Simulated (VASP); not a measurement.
Here is a VASP 6.6.1 calculation.

INCAR

```
PREC = Accurate ; ENCUT = 520
EDIFF = 1E-6 ; ISMEAR = -1
SIGMA = 0.05 ; LREAL = False
LASPH = True ; NELM = 100
ALGO = Normal ; ISIF = 2
LWAVE = False ; LCHARG = False
NBANDS = 16
```

The input KPOINTS:

```
regular mesh
0
Gamma
  11 11 11
```

The input POSCAR:

```
GaAs
1.0
    0.0000000000      2.7696338872      2.7696338872
    2.7696338872      0.0000000000      2.7696338872
    2.7696338872      2.7696338872      0.0000000000
Ga As
1 1
Direct
    0.0000000000      0.0000000000      0.0000000000
    0.7500000000      0.7500000000      0.7500000000
```

Potentials or basis: VASP PAW LDA potentials, release 64 (Ga_d, As).

Command:

```sh
$ cat potpaw_LDA.64/Ga_d/POTCAR potpaw_LDA.64/As/POTCAR > POTCAR
$ mpirun -np 1 vasp_std > vasp.out
```

Estimate the pressure.

3.1 GPa.

Predict the band gap on the k mesh.

0.80 eV, direct.

 A k mesh can miss the band edges.
